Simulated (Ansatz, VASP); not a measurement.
# Two plane-wave programs on Ir

```
Ir
1.0
     4.86577    0.00000    0.00000
     0.00000    4.86577    0.00000
     0.00000    0.00000    4.86577
Ir
8
Direct
  0.00000 0.00000 0.00000
  0.50000 0.50000 0.50000
  0.25000 0.00000 0.50000
  0.75000 0.00000 0.50000
  0.50000 0.25000 0.00000
  0.50000 0.75000 0.00000
  0.00000 0.50000 0.25000
  0.00000 0.50000 0.75000
```

Alike in both runs: functional LDA; k mesh 5 × 5 × 5; occupations fermi-dirac, width 0.1 eV; no spin polarisation.

Ansatz relaxed the structure, and its values are those at the end. VASP's run is a single point on that final structure, the one shown.

|  | VASP | Ansatz |
| --- | --- | --- |
| version | VASP 6.6.1 | Ansatz 0.2.0 |
| potentials or method | VASP PAW LDA potentials, release 64 (Ir_sv_GW), cutoff 500 eV | plane waves (420 eV) with PAW, scalar-relativistic |
| valence electrons in the cell | 136 | 136 |

Ansatz gave:

| Property | Result |
| --- | --- |
| pressure (GPa) | 0.0 |

Task: Estimate VASP's values.

Result: Pressure (GPa): -1.8.

Ansatz warns that its potentials were made for another functional, while VASP's fit it. LDA's correlation is that of Perdew and Zunger in VASP and of Perdew and Wang (1992) in Ansatz.

Spin-orbit coupling is off throughout.
